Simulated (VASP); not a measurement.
Set up this calculation in VASP 6.6.1, as the native input.

- Task: single point
- Functional: r2SCAN
- Dispersion: D3(BJ)
- Potentials or basis: VASP PAW PBE potentials, release 64 (Al, Ru_pv)
- Cutoff: 520 eV
- k mesh: 3 × 3 × 1
- Occupations: gaussian, width 0.15 eV
- Spin: no spin polarisation
- Dipole correction: no
- Further INCAR settings: LREAL = Auto; ALGO = Normal; EDIFF = 1e-06; NBANDS = 45

System: Al16Ru, a slab with vacuum.

```
Al Ru
1.0
     5.72757    0.00000    0.00000
     2.86378    4.96022    0.00000
     0.00000    0.00000   18.01481
Al Ru
16 1
Direct
  0.00000 0.00000 0.05551
  0.50000 0.00000 0.05551
  0.00000 0.50000 0.05551
  0.50000 0.50000 0.05551
  0.16765 0.17141 0.18099
  0.66636 0.17447 0.17953
  0.16564 0.67457 0.18165
  0.66251 0.67612 0.18125
  0.83104 0.34654 0.30380
  0.33896 0.33946 0.30520
  0.82105 0.85536 0.30610
  0.33777 0.84786 0.31053
  0.98414 0.00725 0.43247
  0.48613 0.96260 0.46607
  0.00878 0.52252 0.42270
  0.47916 0.49230 0.43454
  0.83874 0.37961 0.51371
```

One way to write it, as run:

POSCAR

```
Al16Ru
1.0
    5.7275650000      0.0000000000      0.0000000000
    2.8637820000      4.9602170000      0.0000000000
    0.0000000000      0.0000000000     18.0148060000
Al Ru
16 1
Direct
    0.0000000000      0.0000000000      0.0555098956
    0.5000000873      0.0000000000      0.0555098956
   -0.0000000504      0.5000001008      0.0555098956
    0.5000000369      0.5000001008      0.0555098956
    0.1676511835      0.1714086299      0.1809869615
    0.6663603423      0.1744734152      0.1795349337
    0.1656379615      0.6745652458      0.1816453089
    0.6625124050      0.6761182021      0.1812466923
   -0.1689628309      0.3465422985      0.3038039932
    0.3389638217      0.3394635759      0.3051961259
   -0.1789509252      0.8553563282      0.3060950531
    0.3377715779      0.8478610916      0.3105335689
   -0.0158613806      0.0072498844      0.4324679933
    0.4861312978     -0.0373979606      0.4660716857
    0.0087757215      0.5225158496      0.4226980851
    0.4791570622      0.4922982200      0.4345403442
   -0.1612640989      0.3796108114      0.5137111107
```

INCAR.step1

```
PREC     = Accurate       # precision mode
ENCUT    = 520            # plane-wave cutoff, eV
ISMEAR   = 0              # smearing method
SIGMA    = 0.15           # smearing width, eV
LREAL    = Auto         
LASPH    = True           # aspherical terms in the spheres
NELM     = 60             # most SCF steps
NBANDS   = 45             # bands
GGA      = PE             # functional
ALGO     = Normal         # electronic algorithm
EDIFF    = 1E-4           # SCF threshold, eV
LWAVE    = True           # write WAVECAR
LCHARG   = False          # write CHGCAR
```

INCAR.step2

```
PREC     = Accurate       # precision mode
ENCUT    = 520            # plane-wave cutoff, eV
EDIFF    = 1E-6           # SCF threshold, eV
ISMEAR   = 0              # smearing method
SIGMA    = 0.15           # smearing width, eV
LREAL    = Auto         
LASPH    = True           # aspherical terms in the spheres
NELM     = 60             # most SCF steps
ALGO     = Normal         # electronic algorithm
ISIF     = 2              # what is computed and relaxed
LWAVE    = False          # write WAVECAR
LCHARG   = False          # write CHGCAR
METAGGA  = R2SCAN         # meta-GGA
LMIXTAU  = True         
IVDW     = 12             # dispersion correction
VDW_S6   = 1.0          
VDW_S8   = 0.78981345   
VDW_A1   = 0.49484001   
VDW_A2   = 5.73083694   
NBANDS   = 45             # bands
ISTART   = 1
```

KPOINTS

```
regular mesh
0
Gamma
  3 3 1
```

Potentials or basis: VASP PAW PBE potentials, release 64 (Al, Ru_pv).

Launch:

```bash
$ cat potpaw_PBE.64/Al/POTCAR potpaw_PBE.64/Ru_pv/POTCAR > POTCAR
$ cp INCAR.step1 INCAR
$ mpirun -np 1 vasp_std > vasp.out
$ cp INCAR.step2 INCAR
$ mpirun -np 1 vasp_std > vasp.out
```

It gave:

```json
{
  "Largest force": "0.171 eV/Å",
  "Band gap on the k mesh": "zero (bands 31 and 32 overlap by 0.46 eV)",
  "Dispersion energy per atom": "-0.121 eV"
}
```

Caveat: the k points lie up to 0.42 Å⁻¹ apart; the PAW data sets were made with another functional, which shifts forces and pressure a little.

Run time: 12 min on 1 thread of Intel(R) Xeon(R) Platinum 8559C (Emerald Rapids) (shared host), peak memory 0.75 GiB.
